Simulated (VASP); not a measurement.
A run of VASP 6.6.1:

File INCAR:

```
SYSTEM = Se
PREC = Accurate ; ENCUT = 520
EDIFF = 1E-6 ; ISMEAR = -1
SIGMA = 0.1 ; LREAL = .False.
LASPH = .True. ; NELM = 80
ALGO = Normal ; ISIF = 2
LWAVE = .False. ; LCHARG = .False.
GGA = B5 ; ALDAX = 1.0
AGGAX = 1.0 ; AGGAC = 1.0
ALDAC = 0.0 ; NBANDS = 9
```

KPOINTS

```
regular mesh
0
Gamma
  14 14 14
  0 0 0
```

File POSCAR:

```
Se
1.0
   -1.8521241266      1.8521241266      1.8521241266
    1.8521241266     -1.8521241266      1.8521241266
    1.8521241266      1.8521241266     -1.8521241266
Se
1
Direct
    0.0000000000      0.0000000000      0.0000000000
```

Potentials or basis: VASP PAW PBE potentials, release 64 (Se).

Run with:

```sh
$ cat potpaw_PBE.64/Se/POTCAR > POTCAR
$ mpirun -np 1 vasp_std > vasp.out
```

Hardware: 1 thread of Intel(R) Xeon(R) 6975P-C (Granite Rapids), with other jobs on the host.

How long does it take, and how much memory?

It took 7.9 s on 1 thread of Intel(R) Xeon(R) 6975P-C (Granite Rapids), with other jobs on the host, peak memory 0.15 GiB. Counts: scf iterations 10, k points 104.
